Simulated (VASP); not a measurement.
# GaN in VASP: further runs

Runs on GaN. Level: LDA. Tasks: single point.

Program: VASP 6.6.1. These are calculated values, not measurements. Logs are shortened: lines on timing, memory, paths and dates and some standing lists are left out, and cuts for length are marked.

### Step 1. The cell of the first run

The cell holds a slab with vacuum, 6 atoms: a = 3.150 Å, b = 4.455 Å, c = 19.150 Å, α = 90.00°, β = 90.00°, γ = 90.00°.

### Step 2. Single point, LDA

INCAR reads:

```
ALGO     = Normal         # electronic algorithm
DIPOL    = 0.5 0.5 0.500
EDIFF    = 1E-7           # SCF threshold, eV
ENCUT    = 520            # plane-wave cutoff, eV
GGA      = CA             # functional
IDIPOL   = 3            
ISIF     = 2              # what is computed and relaxed
ISMEAR   = -1             # smearing method
LASPH    = T              # aspherical terms in the spheres
LCHARG   = T              # write CHGCAR
LDIPOL   = T            
LELF     = T              # ELF
LREAL    = F              # projectors in reciprocal space
LVACPOTAV= T            
LVHAR    = T            
LWAVE    = F              # write WAVECAR
NBANDS   = 36             # bands
NELM     = 100            # most SCF steps
PREC     = Accurate       # precision mode
SIGMA    = 0.02           # smearing width, eV
```

KPOINTS reads:

```
k-points
0
Gamma
  8 6 1
```

POSCAR reads:

```
GaN
1.0
    3.1502581348      0.0000000000      0.0000000000
    0.0000000000      4.4551377792      0.0000000000
    0.0000000000      0.0000000000     19.1503000000
Ga N
3 3
Direct
    0.2500000000      0.1250000000      0.4177491179
    0.7500000000      0.6250000000      0.5000000000
    0.2500000000      0.1250000000      0.5822508821
    0.7500000000      0.8750000000      0.4177491179
    0.2500000000      0.3750000000      0.5000000000
    0.7500000000      0.8750000000      0.5822508821
```

Potentials or basis: VASP PAW LDA potentials, release 64 (Ga_d, N).

The run is started by

```console
> cat potpaw_LDA.64/Ga_d/POTCAR potpaw_LDA.64/N/POTCAR > POTCAR
> mpirun -np 1 vasp_std > vasp.out
```

OUTCAR:

```text
EDIFF = 1E-7
   ENCUT = 520
   GGA = CA
   ISIF = 2
   ISMEAR = -1
   LASPH = T
   LREAL = F
   NELM = 100
   PREC = Accurate

 ion  position               nearest neighbor table
   1  0.250  0.125  0.418-   4 1.93   4 1.93   5 1.93
   2  0.750  0.625  0.500-   5 1.93   5 1.93   6 1.93   4 1.93
   3  0.250  0.125  0.582-   6 1.93   6 1.93   5 1.93
   4  0.750  0.875  0.418-   1 1.93   1 1.93   2 1.93
   5  0.250  0.375  0.500-   2 1.93   2 1.93   3 1.93   1 1.93
   6  0.750  0.875  0.582-   3 1.93   3 1.93   2 1.93

  LATTYP: Found a simple orthorhombic cell.
 ALAT       =     3.1502581348
 B/A-ratio  =     1.4142135624
 C/A-ratio  =     6.0789621614

  Lattice vectors:

 A1 = (   3.1502581348,   0.0000000000,   0.0000000000)
 A2 = (   0.0000000000,   4.4551377792,   0.0000000000)
 A3 = (   0.0000000000,   0.0000000000,  19.1503000000)

Analysis of symmetry for initial positions (statically):
=====================================================================
 Subroutine PRICEL returns:
 Original cell was already a primitive cell.

 Routine SETGRP: Setting up the symmetry group for a
 simple orthorhombic supercell.

 Subroutine GETGRP returns: Found  4 space group operations
 (whereof  2 operations were pure point group operations)
 out of a pool of  8 trial point group operations.

The static configuration has the point symmetry C_1h.
 The point group associated with its full space group is C_2v.

Analysis of symmetry for dynamics (positions and initial velocities):
=====================================================================
 Subroutine PRICEL returns:
 Original cell was already a primitive cell.

 Routine SETGRP: Setting up the symmetry group for a
 simple orthorhombic supercell.

 Subroutine GETGRP returns: Found  4 space group operations
 (whereof  2 operations were pure point group operations)
 out of a pool of  8 trial point group operations.

The dynamic configuration has the point symmetry C_1h.
 The point group associated with its full space group is C_2v.

 Subroutine INISYM returns: Found  4 space group operations
 (whereof  2 operations are pure point group operations),
 and found     1 'primitive' translations

----------------------------------------------------------------------------------------

                                     Primitive cell

  volume of cell :     268.7713

  direct lattice vectors                    reciprocal lattice vectors
[... 97 lines left out ...]
   ISYM   =      2    0-nonsym 1-usesym 2-fastsym
   POTIM  = 0.5000    time-step for ionic-motion
   TEBEG  =    0.0;   TEEND  =   0.0 temperature during run
   PSTRESS=    0.0 pullay stress
   NELECT =      54.0000    total number of electrons
   NUPDOWN=      -1.0000    fix difference up-down
   EMIN   =  10.00;   EMAX   =-10.00  energy-range for DOS
   EFERMI =   0.00;   METHOD = LEGACY
   ISMEAR =    -1;   SIGMA  =   0.02  broadening in eV -4-tet -1-fermi 0-gaus
   EFERMI_NEDOS =   21; number of points for ismear=-14 and -15
   IALGO  =     38    algorithm
   IMIX   =      4    mixing-type and parameters
     AMIX     =   0.40;   BMIX     =  1.00
     AMIX_MAG =   1.60;   BMIX_MAG =  1.00
  volume/ion in A,a.u.               =      44.80       302.29
  Fermi-wavevector in a.u.,A,eV,Ry     =   0.958838  1.811941 12.508786  0.919370
  Thomas-Fermi vector in A             =   2.087981
   LORBIT       =      0    0 simple, 1 ext, 2 COOP (PROOUT), +10 PAW based schemes
   GGA     = CA    functional components
   LHFCALC =     F    Hartree Fock is set to
   AEXX    =    0.0000 exact exchange contribution
   IVDW    =     0    specifies the selected vdW correction
   LEPSILON=     F    determine dielectric tensor
   LRPA    =     F    only Hartree local field effects (RPA)
 non-spin polarized calculation
  energy-cutoff  :      520.00
  volume of cell :      268.77
 maximum number of plane-waves:      7288
 NGX is ok and might be reduce to    24
   NGX = 11   NGY = 17   NGZ = 71

 dipolmoment           0.000000      0.000000     -0.000000 electrons x Angstroem

 number of electron      53.9999965 magnetization

 dipolmoment           0.000000      0.000000      0.000000 electrons x Angstroem

 Free energy of the ion-electron system (eV)
  ---------------------------------------------------
  ext. energy  EPLUGINS =         0.00000000
  ---------------------------------------------------
  free energy    TOTEN  =       -37.05551428 eV

  energy without entropy =      -37.05427275  energy(sigma->0) =      -37.05489351

 E-fermi :  -2.4224     XC(G=0):  -3.9989

 val. band max:       -2.4788271859   @ k =   0.5000   0.5000   0.0000
 cond. band min:      -2.3973915620   @ k =   0.0000   0.0000   0.0000
 fundamental gap:      0.0814356238
 Fermi energy:        -2.4223950272

 k-point     1 :       0.0000    0.0000    0.0000
  band No.  band energies     occupation
      1     -18.6421      2.00000
      2     -17.6436      2.00000
      3     -17.5720      2.00000
      4     -16.8978      2.00000
      5     -16.8305      2.00000
      6     -16.8162      2.00000
[... 769 lines left out ...]
     35       5.5634      0.00000
     36       5.9367      0.00000

------------------------ aborting loop because EDIFF is reached ----------------------------------------

  FORCE on cell =-STRESS in cart. coord.  units (eV):
  Direction    XX          YY          ZZ          XY          YZ          ZX
  --------------------------------------------------------------------------------------
  -------------------------------------------------------------------------------------
  Total       -3.4886085     -6.4909970     -0.5678872      0.0000000      0.0000000      0.0000000
  in kB      -20.7960071    -38.6935988     -3.3852429      0.0000000      0.0000000      0.0000000
  external PRESSURE =     -20.9582829 kB  Pullay stress =       0.0000000 kB

 VOLUME and BASIS-vectors are now :
 -----------------------------------------------------------------------------
  energy-cutoff  :      520.00
  volume of cell :      268.77
      direct lattice vectors                 reciprocal lattice vectors
     3.150258135  0.000000000  0.000000000     0.317434304  0.000000000  0.000000000
     0.000000000  4.455137779  0.000000000     0.000000000  0.224459949  0.000000000
     0.000000000  0.000000000 19.150300000     0.000000000  0.000000000  0.052218503

 POSITION                                       TOTAL-FORCE (eV/Angst)
 -----------------------------------------------------------------------------------
      0.78756      0.55689      8.00002        -0.000000     -2.643055      1.151888
      2.36269      2.78446      9.57515         0.000000      0.852479      0.000000
      0.78756      0.55689     11.15028         0.000000     -2.643055     -1.151888
      2.36269      3.89825      8.00002        -0.000000      1.699340     -0.984637
      0.78756      1.67068      9.57515         0.000000      1.034950      0.000000
      2.36269      3.89825     11.15028        -0.000000      1.699340      0.984637
 -----------------------------------------------------------------------------------
    total drift:                                0.000000     -0.000112      0.000000

  FREE ENERGIE OF THE ION-ELECTRON SYSTEM (eV)
  ---------------------------------------------------
  free  energy   TOTEN  =       -37.0555142757 eV

  energy  without entropy=      -37.0542727543  energy(sigma->0) =      -37.05489351

 vacuum level on the upper side and lower side of the slab         2.736         2.736
```

stdout:

```text
POSCAR found type information on POSCAR GaN
 POSCAR found :  2 types and       6 ions
 scaLAPACK will be used
 LDA part: xc-table for (Slater(with rela. corr.)+CA(PZ))
 , standard interpolation
 POSCAR, INCAR and KPOINTS ok, starting setup
 FFT: planning ... GRIDC
 FFT: planning ... GRID_SOFT
 FFT: planning ... GRID
 WAVECAR not read
 entering main loop
 -----------------------------------------------------------------------------
|                                                                             |
|           W    W    AA    RRRRR   N    N  II  N    N   GGGG   !!!           |
|           W    W   A  A   R    R  NN   N  II  NN   N  G    G  !!!           |
|           W    W  A    A  R    R  N N  N  II  N N  N  G       !!!           |
|           W WW W  AAAAAA  RRRRR   N  N N  II  N  N N  G  GGG   !            |
|           WW  WW  A    A  R   R   N   NN  II  N   NN  G    G                |
|           W    W  A    A  R    R  N    N  II  N    N   GGGG   !!!           |
|                                                                             |
|     Did not find any points to average over, which means that no vacuum     |
|     field-free region was found. Please increase the size of  your cell     |
|     in the dimension of the dipole correction to obtain accurate            |
|     workfunction values.                                                    |
|                                                                             |
 -----------------------------------------------------------------------------
```

Wall time 9.6 min (1 thread of Intel Xeon 8259CL, shared host); peak memory 0.36 GiB.

Results:

```yaml
Free_energy: -37.0555 eV
Largest_force: 2.883 eV/Å
Band_gap_on_the_k_mesh: 0.08 eV (least direct gap 0.49 eV)
```

Forces on the atoms (eV/Å):
```
Ga   0.000 -2.643  1.152
Ga   0.000  0.852  0.000
Ga   0.000 -2.643 -1.152
N    0.000  1.699 -0.985
N    0.000  1.035  0.000
N    0.000  1.699  0.985
```

Caveat: semilocal functionals underestimate gaps, and a narrow one can read as zero.

### Step 3. Single point, LDA

INCAR reads:

```
SYSTEM = GaN
ALGO = Normal ; DIPOL = 0.5 0.5 0.500
EDIFF = 1E-6 ; ENCUT = 520
IDIPOL = 3 ; ISIF = 2
ISMEAR = -1 ; LASPH = .True.
LCHARG = .False. ; LDIPOL = .True.
LREAL = .False. ; LWAVE = .False.
NBANDS = 36 ; NELM = 60
PREC = Accurate ; SIGMA = 0.02
```

KPOINTS reads:

```
k-points
0
Gamma
  8 6 1
  0 0 0
```

POSCAR reads:

```
GaN
1.0
    3.1502581348      0.0000000000      0.0000000000
    0.0000000000      4.4551377792      0.0000000000
    0.0000000000      0.0000000000     19.1503000000
Ga N
3 3
Direct
    0.2500000000      0.0927426509      0.4260638222
    0.7500000000      0.6383759669      0.5000000041
    0.2500000000      0.0927427810      0.5739362050
    0.7500000000      0.8905406695      0.4159322844
    0.2500000000      0.3950573290      0.4999999544
    0.7500000000      0.8905406027      0.5840677300
```

Potentials or basis: VASP PAW LDA potentials, release 64 (Ga_d, N).

The run is started by

```console
> cat potpaw_LDA.64/Ga_d/POTCAR potpaw_LDA.64/N/POTCAR > POTCAR
> mpirun -np 1 vasp_std > vasp.out
```

Run time: 8.5 min. Hardware: 1 thread of Intel Xeon 8259CL, shared host; peak memory 0.37 GiB.

Results (log left out):

* Free energy: -37.8732 eV
* Largest force: 0.068 eV/Å
* Band gap on the k mesh: 1.30 eV (least direct gap 1.74 eV)

Forces on the atoms (eV/Å):
```
Ga   0.000  0.037 -0.034
Ga   0.000  0.007  0.000
Ga   0.000  0.037  0.034
N    0.000 -0.042 -0.053
N    0.000  0.004  0.000
N    0.000 -0.042  0.053
```

Levels at points of the mesh, in eV from the valence-band top:
| k point | band 24 | band 25 | band 26 | band 27 | band 28 | band 29 | band 30 | band 31 |
| --- | --- | --- | --- | --- | --- | --- | --- | --- |
| (0.00, 0.00, 0.00) | -1.27 | -0.65 | -0.47 | -0.45 | 1.30 | 3.37 | 3.74 | 5.38 |
| (0.50, 0.00, 0.00) | -2.43 | -1.99 | -1.10 | -0.04 | 1.82 | 3.92 | 4.67 | 4.95 |
| (0.00, 0.50, 0.00) | -1.53 | -1.23 | -0.93 | 0.00 | 2.90 | 3.34 | 4.38 | 5.32 |
| (0.50, 0.50, 0.00) | -2.65 | -2.41 | -0.81 | 0.00 | 2.20 | 4.06 | 5.40 | 6.23 |

### Step 4. Single point, LDA

INCAR reads:

```
SYSTEM = GaN
  ALGO = Normal
  EDIFF = 1E-6
  ENCUT = 520
  GGA = CA
  ISIF = 2
  ISMEAR = -1
  LASPH = .True.
  LCHARG = .False.
  LREAL = .False.
  LWAVE = .False.
  NBANDS = 36
  NELM = 60
  PREC = Accurate
  SIGMA = 0.02
```

KPOINTS is that of step 3.

POSCAR is that of step 3.

The run is started by

```console
> cat potpaw_LDA.64/Ga_d/POTCAR potpaw_LDA.64/N/POTCAR > POTCAR
> mpirun -np 1 vasp_std > vasp.out
```

Wall time 8.5 min (1 thread of Intel Xeon 8259CL, shared host); peak memory 0.36 GiB.

Results (log left out):

```
Free energy            : -37.8732 eV
Largest force          : 0.068 eV/Å
Band gap on the k mesh : 1.30 eV (least direct gap 1.74 eV)
```

Forces in eV/Å, atoms in the order of the input:
```
Ga   0.000  0.037 -0.034
Ga   0.000  0.007  0.000
Ga   0.000  0.037  0.034
N    0.000 -0.042 -0.053
N    0.000  0.004  0.000
N    0.000 -0.042  0.053
```

Levels at points of the mesh, in eV from the valence-band top:
| k point | band 24 | band 25 | band 26 | band 27 | band 28 | band 29 | band 30 | band 31 |
| --- | --- | --- | --- | --- | --- | --- | --- | --- |
| (0.00, 0.00, 0.00) | -1.27 | -0.65 | -0.47 | -0.45 | 1.30 | 3.37 | 3.74 | 5.38 |
| (0.50, 0.00, 0.00) | -2.43 | -1.99 | -1.10 | -0.04 | 1.82 | 3.92 | 4.67 | 4.95 |
| (0.00, 0.50, 0.00) | -1.53 | -1.23 | -0.93 | 0.00 | 2.90 | 3.34 | 4.38 | 5.32 |
| (0.50, 0.50, 0.00) | -2.65 | -2.41 | -0.81 | 0.00 | 2.20 | 4.06 | 5.40 | 6.23 |

Caveat: there is no dipole correction, which matters where the two faces differ.

### Step 5. The runs side by side

```csv
cell,dipole correction,gap on the mesh (eV),largest force (eV/Å)
"as given, atomic positions A",yes,0.08,2.88
"as given, atomic positions B",yes,1.30,0.07
"as given, atomic positions B",no,1.30,0.07
```

Alike in all rows: task single point; level LDA; potentials or basis VASP PAW LDA potentials, release 64 (Ga_d, N); no spin polarisation; k mesh 8 × 6 × 1; cutoff (eV) 520; smearing fermi-dirac 0.02 eV.

Caveats: semilocal functionals underestimate gaps, and a narrow one can read as zero (at least some runs); there is no dipole correction, which matters where the two faces differ (at least some runs).

Absolute energies hang on the potentials; compare differences alone.
